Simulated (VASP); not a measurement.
Runs of VASP 6.6.1 on MgO. It takes space group Fm-3m (No. 225, cubic). Conventional cell: a = 4.212 Å, b = 4.212 Å, c = 4.212 Å, α = 90.00°, β = 90.00°, γ = 90.00°. Mg (site symmetry m-3m) has 6 O at 2.11 Å within 2.8 Å. O (site symmetry m-3m) has 6 Mg at 2.11 Å within 2.8 Å. 

```csv
cutoff (eV),smearing,gap on the mesh (eV),pressure (GPa)
600,fermi-dirac 0.001 eV,4.64,-0.5
520,fermi-dirac 0.05 eV,4.63,(a)
600,methfessel-paxton 0.3 eV,4.64,-0.5
600,fermi-dirac 0.05 eV,4.64,-0.5
```

Alike in all rows: task single point; level PBEsol; potentials or basis VASP PAW PBE potentials, release 64 (Mg, O); no spin polarisation; cell as given; k mesh 8 × 8 × 8.

Q: Fill in the values left out.

A: (a) -0.3.

Caveats: the PAW data sets were made with another functional, which shifts forces and pressure a little.

